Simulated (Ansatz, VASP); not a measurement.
# One calculation of Hf2Si3N, two programs

```
Hf Si N
1.0
     2.62579    1.51600    4.15546
    -2.62579    1.51600    4.15546
     0.00000   -3.03200    4.15546
Hf Si N
2 3 1
Cartesian
  0.0000 0.0000 7.7761
  0.0000 0.0000 4.6903
  -1.3129 0.7580 2.0777
  1.3129 0.7580 2.0777
  0.0000 -1.5160 2.0777
  0.0000 0.0000 0.0000
```

Change from the starting cell: species swapped into the Er2Al3Cu type (R-3m, No. 166).

Alike in both runs: task single point; functional PBE; k mesh 6 × 6 × 6; occupations gaussian, width 0.1 eV; no spin polarisation.

|  | VASP | Ansatz |
| --- | --- | --- |
| version | VASP 6.6.1 | Ansatz 0.2.0 |
| potentials or method | VASP PAW PBE potentials, release 64 (Hf_pv, Si, N), cutoff 520 eV | scalar-relativistic, plane waves, PAW |
| valence electrons in the cell | 37 | 69 |

|  | VASP | Ansatz | Ansatz less VASP |
| --- | --- | --- | --- |
| gap on the k mesh at the Fermi level (eV) | none | none | - |
| pressure (GPa) | -13.1 | -12.7 | +0.36 |
| traceless stress, the component that is largest in VASP (GPa) | -2.34 | -2.37 | -0.033 |
| rms of the force components (eV/Å) | 0.034 | 0.036 | +0.0019 |

Atom by atom the forces differ by 0.002 eV/Å (rms over components). A gap of «none» marks a metal or a gap that the smearing closes. With one functional, cell and mesh, what is left measures potentials, basis and numerics. VASP's potentials hold 37 valence electrons a cell and Ansatz's 69, so a difference there can come from the potentials and not from the codes.

Spin-orbit coupling is off throughout.
